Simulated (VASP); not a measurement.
# V (Im-3m) in VASP: further runs

V is run at these levels: PBE; tasks: single point.

Everything below comes from runs of VASP 6.6.1. Logs are shortened: lines on timing, memory, paths and dates and some standing lists are left out, and cuts for length are marked.

## 1. The cell of the first run

The structure is cubic, space group Im-3m (No. 229). The conventional cell has a = 2.985 Å, b = 2.985 Å, c = 2.985 Å, α = 90.00°, β = 90.00°, γ = 90.00°. V (site symmetry m-3m) has 14 V at 2.59 to 2.99 Å within 3.4 Å.

## 2. Single point, PBE, collinear spin, ferromagnetic start (13.30 Å³/atom)

INCAR reads:

```
SYSTEM = V
  PREC = Accurate
  ENCUT = 520
  EDIFF = 1E-6
  ISMEAR = -1
  SIGMA = 0.03
  LREAL = .FALSE.
  LASPH = .TRUE.
  NELM = 150
  ALGO = Normal
  ISIF = 2
  LWAVE = .FALSE.
  LCHARG = .TRUE.
  ISPIN = 2
  MAGMOM = 1.5
  LORBIT = 11
  LMAXMIX = 4
  GGA = PE
  LELF = .TRUE.
  LVHAR = .TRUE.
  NBANDS = 16
```

KPOINTS reads:

```
Automatic mesh
0
G
  15 15 15
  0 0 0
```

POSCAR reads:

```
V
1.0
   -1.4925515474      1.4925515474      1.4925515474
    1.4925515474     -1.4925515474      1.4925515474
    1.4925515474      1.4925515474     -1.4925515474
V
1
Direct
    0.0000000000      0.0000000000      0.0000000000
```

Potentials or basis: VASP PAW PBE potentials, release 64 (V_sv).

Run with:

```console
cat potpaw_PBE.64/V_sv/POTCAR > POTCAR
mpirun -np 1 vasp_std > vasp.out
```

OUTCAR:

```text
SYSTEM = V
   PREC = Accurate
   ENCUT = 520
   EDIFF = 1E-6
   ISMEAR = -1
   LREAL = .FALSE.
   LASPH = .TRUE.
   NELM = 150
   ISIF = 2
   ISPIN = 2
   LORBIT = 11
   GGA = PE

 ion  position               nearest neighbor table
   1  0.000  0.000  0.000-

  LATTYP: Found a body centered cubic cell.
 ALAT       =     2.9851030948

  Lattice vectors:

 A1 = (  -1.4925515474,   1.4925515474,   1.4925515474)
 A2 = (   1.4925515474,  -1.4925515474,   1.4925515474)
 A3 = (   1.4925515474,   1.4925515474,  -1.4925515474)

Analysis of symmetry for initial positions (statically):
=====================================================================
 Subroutine PRICEL returns:
 Original cell was already a primitive cell.

 Routine SETGRP: Setting up the symmetry group for a
 body centered cubic supercell.

 Subroutine GETGRP returns: Found 48 space group operations
 (whereof 48 operations were pure point group operations)
 out of a pool of 48 trial point group operations.

The static configuration has the point symmetry O_h .

Analysis of symmetry for dynamics (positions and initial velocities):
=====================================================================
 Subroutine PRICEL returns:
 Original cell was already a primitive cell.

 Routine SETGRP: Setting up the symmetry group for a
 body centered cubic supercell.

 Subroutine GETGRP returns: Found 48 space group operations
 (whereof 48 operations were pure point group operations)
 out of a pool of 48 trial point group operations.

The dynamic configuration has the point symmetry O_h .

Analysis of structural, dynamic, and magnetic symmetry:
=====================================================================
 Subroutine PRICEL returns:
 Original cell was already a primitive cell.

 Routine SETGRP: Setting up the symmetry group for a
 body centered cubic supercell.

 Subroutine GETGRP returns: Found 48 space group operations
 (whereof 48 operations were pure point group operations)
 out of a pool of 48 trial point group operations.

The overall configuration has the point symmetry O_h .

 Subroutine INISYM returns: Found 48 space group operations
 (whereof 48 operations are pure point group operations),
 and found     1 'primitive' translations

----------------------------------------------------------------------------------------

                                     Primitive cell

  volume of cell :      13.2999

  direct lattice vectors                    reciprocal lattice vectors
    -1.492551547  1.492551547  1.492551547     0.000000000  0.334996805  0.334996805
     1.492551547 -1.492551547  1.492551547     0.334996805  0.000000000  0.334996805
     1.492551547  1.492551547 -1.492551547     0.334996805  0.334996805  0.000000000

  length of vectors
     2.585175113  2.585175113  2.585175113     0.473757025  0.473757025  0.473757025

  position of ions in fractional coordinates (direct lattice)
     0.000000000  0.000000000  0.000000000

  ion indices of the primitive-cell ions
   primitive index   ion index
                 1           1

----------------------------------------------------------------------------------------

 KPOINTS: Automatic mesh

Automatic generation of k-mesh.
 Grid dimensions read from file:
 generate k-points for:   15   15   15

 Generating k-lattice:

  Cartesian coordinates                     Fractional coordinates (reciprocal lattice)
     0.000000000  0.022333120  0.022333120     0.066666667  0.000000000  0.000000000
     0.022333120  0.000000000  0.022333120     0.000000000  0.066666667  0.000000000
     0.022333120  0.022333120  0.000000000     0.000000000  0.000000000  0.066666667

  Length of vectors
     0.031583802  0.031583802  0.031583802

  Shift w.r.t. Gamma in fractional coordinates (k-lattice)
     0.000000000  0.000000000  0.000000000

 Subroutine IBZKPT returns following result:
 ===========================================

 Found    120 irreducible k-points:

 Following reciprocal coordinates:
            Coordinates               Weight
  0.000000  0.000000  0.000000      1.000000
  0.066667  0.000000  0.000000     12.000000
  0.133333  0.000000  0.000000     12.000000
  0.200000  0.000000  0.000000     12.000000
  0.266667  0.000000  0.000000     12.000000
  0.333333  0.000000  0.000000     12.000000
[... 16 lines left out ...]
  0.333333  0.200000  0.000000     48.000000
  0.400000  0.200000  0.000000     24.000000
 [... further k-points ...]
   k-points           NKPTS =    120   k-points in BZ     NKDIM =    120   number of bands    NBANDS=     16
   number of dos      NEDOS =    301   number of ions     NIONS =      1
   total plane-waves  NPLWV =   8000
   dimension x,y,z NGX =    20 NGY =   20 NGZ =   20
   dimension x,y,z NGXF=    40 NGYF=   40 NGZF=   40
   ions per type =               1
   NGX,Y,Z   is equivalent  to a cutoff of  12.86, 12.86, 12.86 a.u.
   NGXF,Y,Z  is equivalent  to a cutoff of  25.72, 25.72, 25.72 a.u.
 SYSTEM =  V
   PREC   = accura    normal or accurate (medium, high low for compatibility)
   ISTART =      0    job   : 0-new  1-cont  2-samecut
   ICHARG =      2    charge: 1-file 2-atom 10-const
   ISPIN  =      2    spin polarized calculation?
   LNONCOLLINEAR =      F non collinear calculations
   LSORBIT =      F    spin-orbit coupling
   LASPH  =      T    aspherical Exc in radial PAW
   ENCUT  =  520.0 eV  38.22 Ry    6.18 a.u.   4.81  4.81  4.81*2*pi/ulx,y,z
   NELM   =    150;   NELMIN=  2; NELMDL= -5     # of ELM steps
   EDIFF  = 0.1E-05   stopping-criterion for ELM
   LREAL  =      F    real-space projection
   EDIFFG = 0.1E-04   stopping-criterion for IOM
   NSW    =      0    number of steps for IOM
   IBRION =     -1    ionic relax: 0-MD 1-quasi-New 2-CG
   NFREE  =      0    steps in history (QN), initial steepest desc. (CG)
   ISIF   =      2    stress and relaxation
   ISYM   =      2    0-nonsym 1-usesym 2-fastsym
   POTIM  = 0.5000    time-step for ionic-motion
   TEBEG  =    0.0;   TEEND  =   0.0 temperature during run
   PSTRESS=    0.0 pullay stress
   NELECT =      13.0000    total number of electrons
   NUPDOWN=      -1.0000    fix difference up-down
   EMIN   =  10.00;   EMAX   =-10.00  energy-range for DOS
   EFERMI =   0.00;   METHOD = LEGACY
   ISMEAR =    -1;   SIGMA  =   0.03  broadening in eV -4-tet -1-fermi 0-gaus
   EFERMI_NEDOS =   21; number of points for ismear=-14 and -15
   IALGO  =     38    algorithm
   IMIX   =      4    mixing-type and parameters
     AMIX     =   0.40;   BMIX     =  1.00
     AMIX_MAG =   1.60;   BMIX_MAG =  1.00
  volume/ion in A,a.u.               =      13.30        89.75
  Fermi-wavevector in a.u.,A,eV,Ry     =   1.624700  3.070239 35.914636  2.639651
  Thomas-Fermi vector in A             =   2.717944
   LORBIT       =     11    0 simple, 1 ext, 2 COOP (PROOUT), +10 PAW based schemes
   GGA     = PE    functional components
   LHFCALC =     F    Hartree Fock is set to
   AEXX    =    0.0000 exact exchange contribution
   IVDW    =     0    specifies the selected vdW correction
   LEPSILON=     F    determine dielectric tensor
   LRPA    =     F    only Hartree local field effects (RPA)
 spin polarized calculation
  energy-cutoff  :      520.00
  volume of cell :       13.30
 maximum number of plane-waves:       370
   NGX =  9   NGY =  9   NGZ =  9

 number of electron      12.9999991 magnetization      -0.0220151

 number of electron      12.9999991 magnetization       0.0010923

 Free energy of the ion-electron system (eV)
  ---------------------------------------------------
  ext. energy  EPLUGINS =         0.00000000
  ---------------------------------------------------
  free energy    TOTEN  =        -8.99590342 eV

  energy without entropy =       -8.99209032  energy(sigma->0) =       -8.99399687

 E-fermi :   9.8656     XC(G=0): -12.9730

 val. band max:        9.8625006151   @ k =  -0.2667   0.2667   0.1333
 cond. band min:       9.9003922293   @ k =   0.0667   0.0667   0.0667
 fundamental gap:      0.0378916143
 Fermi energy:         9.8656094651

 spin component 1

 k-point     1 :       0.0000    0.0000    0.0000
  band No.  band energies     occupation
      1     -53.8356      1.00000
      2     -27.1156      1.00000
      3     -27.1156      1.00000
      4     -27.1156      1.00000
      5       3.2521      1.00000
      6      10.2827      0.00000
[... 8 lines left out ...]
     15      37.6117      0.00000
     16      41.9790      0.00000

 k-point     2 :       0.0667    0.0000    0.0000
  band No.  band energies     occupation
      1     -53.8267      1.00000
      2     -27.1579      1.00000
      3     -27.1285      1.00000
      4     -27.1159      1.00000
      5       3.4338      1.00000
      6      10.2048      0.00001
[... 8 lines left out ...]
     15      37.9386      0.00000
     16      40.1845      0.00000
[... 387 lines left out ...]
      5       7.5312      1.00000
      6       8.7782      1.00000
[... 8 lines left out ...]
     15      37.0547      0.00000
     16      41.7548      0.00000

 k-point    24 :       0.4000    0.2000    0.0000
  band No.  band energies     occupation
      1     -53.6116      1.00000
      2     -27.9349      1.00000
      3     -27.5413      1.00000
      4     -27.2089      1.00000
      5       7.5277      1.00000
      6       8.7775      1.00000
[... 8 lines left out ...]
     15      36.9413      0.00000
     16      41.7012      0.00000

 [... further k-points ...]

 spin component 2

 k-point     1 :       0.0000    0.0000    0.0000
  band No.  band energies     occupation
      1     -53.8344      1.00000
      2     -27.1145      1.00000
      3     -27.1145      1.00000
      4     -27.1145      1.00000
      5       3.2526      1.00000
      6      10.2839      0.00000
[... 8 lines left out ...]
     15      37.6116      0.00000
     16      41.9802      0.00000

 k-point     2 :       0.0667    0.0000    0.0000
  band No.  band energies     occupation
      1     -53.8255      1.00000
      2     -27.1568      1.00000
      3     -27.1274      1.00000
      4     -27.1148      1.00000
      5       3.4342      1.00000
      6      10.2060      0.00001
[... 8 lines left out ...]
     15      37.9385      0.00000
     16      40.1854      0.00000
[... 387 lines left out ...]
      5       7.5319      1.00000
      6       8.7792      1.00000
[... 8 lines left out ...]
     15      37.0553      0.00000
     16      41.7553      0.00000

 k-point    24 :       0.4000    0.2000    0.0000
  band No.  band energies     occupation
      1     -53.6104      1.00000
      2     -27.9338      1.00000
      3     -27.5402      1.00000
      4     -27.2078      1.00000
      5       7.5285      1.00000
      6       8.7785      1.00000
[... 8 lines left out ...]
     15      36.9418      0.00000
     16      41.7018      0.00000

 [... further k-points ...]

------------------------ aborting loop because EDIFF is reached ----------------------------------------

  FORCE on cell =-STRESS in cart. coord.  units (eV):
  Direction    XX          YY          ZZ          XY          YZ          ZX
  --------------------------------------------------------------------------------------
  -------------------------------------------------------------------------------------
  Total        0.1756876      0.1756876      0.1756876     -0.0000000     -0.0000000      0.0000000
  in kB       21.1642913     21.1642913     21.1642913     -0.0000000     -0.0000000      0.0000000
  external PRESSURE =      21.1642913 kB  Pullay stress =       0.0000000 kB

 VOLUME and BASIS-vectors are now :
 -----------------------------------------------------------------------------
  energy-cutoff  :      520.00
  volume of cell :       13.30
      direct lattice vectors                 reciprocal lattice vectors
    -1.492551547  1.492551547  1.492551547     0.000000000  0.334996805  0.334996805
     1.492551547 -1.492551547  1.492551547     0.334996805  0.000000000  0.334996805
     1.492551547  1.492551547 -1.492551547     0.334996805  0.334996805  0.000000000

 POSITION                                       TOTAL-FORCE (eV/Angst)
 -----------------------------------------------------------------------------------
      0.00000      0.00000      0.00000         0.000000      0.000000      0.000000
 -----------------------------------------------------------------------------------
    total drift:                                0.000000     -0.000000      0.000000

  FREE ENERGIE OF THE ION-ELECTRON SYSTEM (eV)
  ---------------------------------------------------
  free  energy   TOTEN  =        -8.9959034197 eV

  energy  without entropy=       -8.9920903220  energy(sigma->0) =       -8.99399687

 total charge

# of ion       s       p       d       tot
------------------------------------------
    1        2.344   6.225   3.105  11.674

 magnetization (x)

# of ion       s       p       d       tot
------------------------------------------
    1        0.000   0.000   0.001   0.001
```

Wall time 68 s (1 thread of Intel Xeon 8259CL, shared host); peak memory 0.16 GiB.

Results:

```
Free energy                                           : -8.9959 eV
Pressure                                              : 2.1 GPa
Net moment                                            : 0.00 μB per cell
Valence electrons inside the program's atomic spheres : V 11.67
```

Caveat: the moments typed at the start vanished in this run.

## 3. Single point, PBE, collinear spin, ferromagnetic start (13.58 Å³/atom)

This run uses another cell than the first one, of 13.58 Å³/atom.

INCAR reads:

```
SYSTEM = V
PREC = Accurate
ENCUT = 520
EDIFF = 1E-7
ISMEAR = -1
SIGMA = 0.03
LREAL = .FALSE.
LASPH = .TRUE.
NELM = 150
ALGO = Normal
ISIF = 2
LWAVE = .FALSE.
LCHARG = .FALSE.
ISPIN = 2
MAGMOM = 1.5
LORBIT = 11
LMAXMIX = 4
GGA = PE
NBANDS = 16
```

KPOINTS reads:

```
regular mesh
0
G
  15 15 15
  0 0 0
```

POSCAR reads:

```
V
1.0
   -1.5028453316      1.5028453316      1.5028453316
    1.5028453316     -1.5028453316      1.5028453316
    1.5028453316      1.5028453316     -1.5028453316
V
1
Direct
    0.0000000000      0.0000000000      0.0000000000
```

Potentials or basis: VASP PAW PBE potentials, release 64 (V_sv).

Run with:

```console
cat potpaw_PBE.64/V_sv/POTCAR > POTCAR
mpirun -np 1 vasp_std > vasp.out
```

Wall time 62 s (1 thread of Intel Xeon 8259CL, shared host); peak memory 0.16 GiB.

It converged, with:

* Free energy: -8.9964 eV
* Pressure: -1.7 GPa
* Net moment: 0.00 μB per cell
* Valence electrons inside the program's atomic spheres: V 11.64

Levels at points of the mesh, in eV from the Fermi level:
Spin up:
```tsv
k point	band 3	band 4	band 5	band 6	band 7	band 8	band 9	band 10
(0.00, 0.00, 0.00)	-37.04	-37.04	-6.57	0.41	0.41	0.41	2.40	2.40
```
Spin down:
| k point | band 4 | band 5 | band 6 | band 7 | band 8 | band 9 |
| --- | --- | --- | --- | --- | --- | --- |
| (0.00, 0.00, 0.00) | -37.04 | -6.57 | 0.41 | 0.41 | 0.41 | 2.40 |

Caveat: the moments typed at the start vanished in this run.

[end of part 1 of 2]
